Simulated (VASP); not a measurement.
A run of VASP 6.6.1:

INCAR

```
PREC = Accurate ; ENCUT = 520
EDIFF = 1E-6 ; ISMEAR = 0
SIGMA = 0.1 ; LREAL = Auto
LASPH = T ; NELM = 100
ALGO = Normal ; ISIF = 2
LWAVE = F ; LCHARG = F
NBANDS = 72
```

File KPOINTS:

```
regular mesh
0
Gamma
  3 3 3
```

Contents of POSCAR:

```
Al
1.0
    8.1000000000      0.0000000000      0.0000000000
    0.0000000000      8.1000000000      0.0000000000
    0.0000000000      0.0000000000      8.1000000000
Al
33
Direct
    0.5003009877      0.0148069136      0.0002091358
    0.7547518519      0.2500160494      0.0000001235
    0.7475881481     -0.0025479012      0.2527671605
   -0.0001046914      0.0047419753     -0.0000037037
    0.2453780247      0.2500011111     -0.0000138272
    0.5002918519      0.4852785185      0.0002056790
    0.7647803704      0.7501264198      0.0002114815
    0.2523737037     -0.0020079012      0.2522195062
    0.5002920988      0.2501975309      0.2352680247
    0.7477283951      0.5026243210      0.2526209877
    0.4997066667      0.0581349383      0.4999424691
    0.7647795062      0.2502032099      0.5001243210
    0.7474327160     -0.0027059259      0.7472914815
   -0.0001183951      0.4953695062     -0.0000097531
    0.2352323457      0.7501185185      0.0002058025
   -0.0001180247      0.2500056790      0.2453606173
    0.2522122222      0.5020639506      0.2520607407
    0.4996871605      0.7499580247      0.1929649383
    0.0005858025      0.0147935802      0.5001222222
    0.2352337037      0.2501977778      0.5001166667
    0.4996871605      0.4429180247      0.4999335802
    0.8093375309      0.7499786420      0.4999528395
    0.2525480247     -0.0021762963      0.7478211111
    0.5003007407      0.2502006173      0.7647929630
    0.7475677778      0.5027907407      0.7474291358
    0.0005759259      0.7501204938      0.2352874074
    0.0005755556      0.4852993827      0.5001185185
    0.1941872840      0.7499561728      0.4999317284
   -0.0001049383      0.2500118519      0.7547328395
    0.2523925926      0.5022417284      0.7479704938
    0.4997060494      0.7499671605      0.8081856790
    0.0005853086      0.7501240741      0.7647804938
    0.5023788889      0.7507017284      0.5007692593
```

Potentials or basis: VASP PAW LDA potentials, release 64 (Al).

Command:

```sh
$ cat potpaw_LDA.64/Al/POTCAR > POTCAR
$ mpirun -np 1 vasp_std > vasp.out
```

Hardware: 1 thread of Oxide Virtual Turin-like Processor (shared host).

Estimate the wall time of this run.

Run time: 14 min on 1 thread of Oxide Virtual Turin-like Processor, on a shared host, peak memory 0.52 GiB. Counts: scf iterations 13, k points 14.
